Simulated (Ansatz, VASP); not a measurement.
**Si2Ni: VASP beside Ansatz**

File INCAR:

```
SYSTEM = Si2Ni
ALGO = Normal
EDIFF = 1E-6
ENCUT = 520
GGA = PS
ISIF = 2
ISMEAR = 0
LASPH = .TRUE.
LCHARG = .TRUE.
LELF = .TRUE.
LREAL = .FALSE.
LVHAR = .TRUE.
LWAVE = .FALSE.
NBANDS = 16
NELM = 100
PREC = Accurate
SIGMA = 0.15
```

File KPOINTS:

```
k-points
0
G
  16 16 16
  0 0 0
```

POSCAR

```
Si2Ni
1.0
    0.0000000000      2.6754870684      2.6957048548
    2.7159226412      0.0000000000      2.6957048548
    2.7159226412      2.6754870684      0.0000000000
Si Ni
2 1
Direct
    0.2500000000      0.2500000000      0.2500000000
    0.7500000000      0.7500000000      0.7500000000
    0.0000000000      0.0000000000      0.0000000000
```

Input for Ansatz:

```yaml
crystal:
  lattice:
    - [0.0, 2.6754870684, 2.6957048548]
    - [2.7159226412, 0.0, 2.6957048548]
    - [2.7159226412, 2.6754870684, 0.0]
  atoms:
    - { symbol: Si, position: [0.25, 0.25, 0.25] }
    - { symbol: Si, position: [0.75, 0.75, 0.75] }
    - { symbol: Ni, position: [0.0, 0.0, 0.0] }
basis:
  ecutwfc: 420
kpoints:
  mp_grid: { grid: [16, 16, 16] }
hamiltonian:
  xc: pbesol
scf:
  occupations: { method: gaussian, width: 0.15 }
output:
  forces: true
  stress: true
  eigenvalues: true
  write_density: true
  write_potential: true
  elf: true
  volumetric_format: npy
```

Change from the starting cell: strain +0.0075 x Voigt [1, -1, 0, 0, 0, 0], atoms carried along.

Alike in both runs: task single point; functional PBEsol; k mesh 16 × 16 × 16; occupations gaussian, width 0.15 eV; no spin polarisation.

```csv
,VASP,Ansatz
version,VASP 6.6.1,Ansatz 0.2.0
potentials or method,"VASP PAW PBE potentials, release 64 (Si, Ni), cutoff 520 eV","scalar-relativistic, plane waves, PAW"
valence electrons in the cell,18,26
```

```tsv
	VASP	Ansatz	Ansatz less VASP
gap on the k mesh at the Fermi level (eV)	none	none	-
pressure (GPa)	0.0	-0.1	-0.08
traceless stress, the component that is largest in VASP (GPa)	-0.40	-0.41	-0.013
```

VASP's potentials were made for PBE, not for PBEsol. A gap of «none» marks a metal or a gap that the smearing closes. VASP's potentials hold 18 valence electrons a cell and Ansatz's 26, so a difference there can come from the potentials and not from the codes.
